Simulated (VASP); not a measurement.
Sc2Ga5As:

```
CELL_PARAMETERS angstrom
4.05000 0.00000 0.00000
0.00000 4.05000 0.00000
0.00000 0.00000 17.85000
ATOMIC_POSITIONS crystal
Sc 0.00000 0.50000 0.92500
Sc 0.50000 0.00000 0.07500
Sc 0.50000 0.00000 0.30500
Sc 0.00000 0.50000 0.69500
Ga 0.00000 0.00000 0.19000
Ga 0.50000 0.50000 0.19000
Ga 0.50000 0.50000 0.81000
Ga 0.00000 0.00000 0.81000
Ga 0.00000 0.50000 0.30500
Ga 0.50000 0.50000 0.58000
Ga 0.50000 0.50000 0.42000
Ga 0.00000 0.00000 0.58000
Ga 0.00000 0.00000 0.42000
Ga 0.50000 0.00000 0.69500
As 0.00000 0.50000 0.07500
As 0.50000 0.00000 0.92500
```

```yaml
Program: VASP 6.6.1
Task: relaxation of cell and atoms
Functional: PBE
Potentials_or_basis: VASP PAW PBE potentials, release 64 (Sc_sv, Ga_d, As)
Cutoff: 600 eV
k_mesh: 4 × 4 × 1
Occupations: gaussian, width 0.2 eV
Spin: no spin polarisation
```

At the start: pressure 1.4 GPa; volume 18.30 Å³/atom.

Task: How do energy, volume and symmetry change on relaxing?

Result: Over 11 steps the energy falls by 23.5 meV/atom and the volume is 18.42 Å³/atom (+0.7 %); space group P4/nmm (No. 129, to 0.1 Å) before and after.

The path:
```csv
step,energy change (eV),largest force (eV/Å),pressure (GPa),volume (Å³)
1,0.0000,0.9848,1.43,292.78
2,-0.1941,0.3832,-0.56,299.78
3,-0.2153,0.3830,-1.31,302.92
4,-0.2779,0.3805,-0.23,297.62
5,-0.2853,0.3796,0.39,295.12
6,-0.3159,0.3083,0.25,295.13
7,-0.3470,0.2142,0.13,295.16
8,-0.3508,0.1995,0.09,295.17
9,-0.3701,0.1054,-0.10,295.97
10,-0.3716,0.1008,-0.18,296.22
11,-0.3757,0.0540,0.25,294.69
```

Final structure:
```cif
data_structure
_symmetry_space_group_name_H-M 'P 1'
_symmetry_Int_Tables_number 1
_cell_length_a 4.0545
_cell_length_b 4.0545
_cell_length_c 17.9268
_cell_angle_alpha 90.000
_cell_angle_beta 90.000
_cell_angle_gamma 90.000
_cell_volume 294.69
loop_
_atom_site_label
_atom_site_type_symbol
_atom_site_fract_x
_atom_site_fract_y
_atom_site_fract_z
_atom_site_occupancy
Sc1 Sc 0.00000 0.50000 0.92785 1
Sc2 Sc 0.50000 0.00000 0.07215 1
Sc3 Sc 0.50000 0.00000 0.30278 1
Sc4 Sc 0.00000 0.50000 0.69722 1
Ga1 Ga 0.00000 0.00000 0.19266 1
Ga2 Ga 0.50000 0.50000 0.19266 1
Ga3 Ga 0.50000 0.50000 0.80734 1
Ga4 Ga 0.00000 0.00000 0.80734 1
Ga5 Ga 0.00000 0.50000 0.31782 1
Ga6 Ga 0.50000 0.50000 0.57325 1
Ga7 Ga 0.50000 0.50000 0.42675 1
Ga8 Ga 0.00000 0.00000 0.57325 1
Ga9 Ga 0.00000 0.00000 0.42675 1
Ga10 Ga 0.50000 0.00000 0.68218 1
As1 As 0.00000 0.50000 0.07668 1
As2 As 0.50000 0.00000 0.92332 1
```

Caveat: the k points lie up to 0.39 Å⁻¹ apart in the final cell, too coarse for converged energies and pressures of a metal; the relaxation stopped at a loose force limit of 0.08 eV/Å, so its end isn't a converged minimum.
